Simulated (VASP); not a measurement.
Wanted: the native input for a VASP 6.6.1 run.

- Task: single point
- Functional: r2SCANh
- Potentials or basis: VASP PAW PBE potentials, release 64 (Hf_pv)
- Cutoff: 520 eV
- k mesh: 5 × 5 × 5
- Occupations: fermi-dirac, width 0.05 eV
- Spin: no spin polarisation
- Dipole correction: no
- Grid for exact exchange (PRECFOCK): Normal
- Further INCAR settings: ALGO = Normal; EDIFF = 1e-06; NBANDS = 11

The system is Hf.

```
CELL_PARAMETERS angstrom
-1.78061 1.78061 1.78061
1.78061 -1.78061 1.78061
1.78061 1.78061 -1.78061
ATOMIC_POSITIONS crystal
Hf 0.00000 0.00000 0.00000
```

One way to write it, as run:

POSCAR

```
Hf
1.0
   -1.7806051177      1.7806051177      1.7806051177
    1.7806051177     -1.7806051177      1.7806051177
    1.7806051177      1.7806051177     -1.7806051177
Hf
1
Direct
    0.0000000000      0.0000000000      0.0000000000
```

INCAR.step1

```
PREC     = Accurate       # precision mode
ENCUT    = 520            # plane-wave cutoff, eV
EDIFF    = 1E-5           # SCF threshold, eV
ISMEAR   = -1             # smearing method
SIGMA    = 0.05           # smearing width, eV
LREAL    = F              # projectors in reciprocal space
LASPH    = T              # aspherical terms in the spheres
NELM     = 100            # most SCF steps
ALGO     = Normal         # electronic algorithm
ISIF     = 2              # what is computed and relaxed
LWAVE    = T              # write WAVECAR
LCHARG   = F              # write CHGCAR
NBANDS   = 11             # bands
GGA      = PE             # functional
```

INCAR.step2

```
PREC     = Accurate       # precision mode
ENCUT    = 520            # plane-wave cutoff, eV
EDIFF    = 1E-6           # SCF threshold, eV
ISMEAR   = -1             # smearing method
SIGMA    = 0.05           # smearing width, eV
LREAL    = F              # projectors in reciprocal space
LASPH    = T              # aspherical terms in the spheres
NELM     = 100            # most SCF steps
ALGO     = Normal         # electronic algorithm
ISIF     = 2              # what is computed and relaxed
LWAVE    = F              # write WAVECAR
LCHARG   = F              # write CHGCAR
METAGGA  = R2SCAN         # meta-GGA
LHFCALC  = T              # exact exchange
AEXX     = 0.1            # exact-exchange fraction
LMIXTAU  = T            
PRECFOCK = Normal       
NBANDS   = 11             # bands
ISTART   = 1
```

KPOINTS

```
Automatic mesh
0
Gamma
  5 5 5
```

Potentials or basis: VASP PAW PBE potentials, release 64 (Hf_pv).

Run with:

```bash
$ cat potpaw_PBE.64/Hf_pv/POTCAR > POTCAR
$ cp INCAR.step1 INCAR
$ mpirun -np 1 vasp_std > vasp.out
$ cp INCAR.step2 INCAR
$ mpirun -np 1 vasp_std > vasp.out
```

Results of the run:

```yaml
Pressure: -4.4 GPa
Band_gap_on_the_k_mesh: zero (band 5 reaches 6.52 eV, above the bottom of band 6 at 3.41 eV)
```

Caveat: the k points lie up to 0.50 Å⁻¹ apart; the PAW data sets were made with another functional, which shifts forces and pressure a little; spin-orbit coupling is left out, which moves the levels of the heavy elements.

Wall time 3.7 min on 1 thread of Intel(R) Xeon(R) Platinum 8259CL CPU @ 2.50GHz (Skylake/Cascade Lake), with other jobs on the host, peak memory 0.15 GiB.
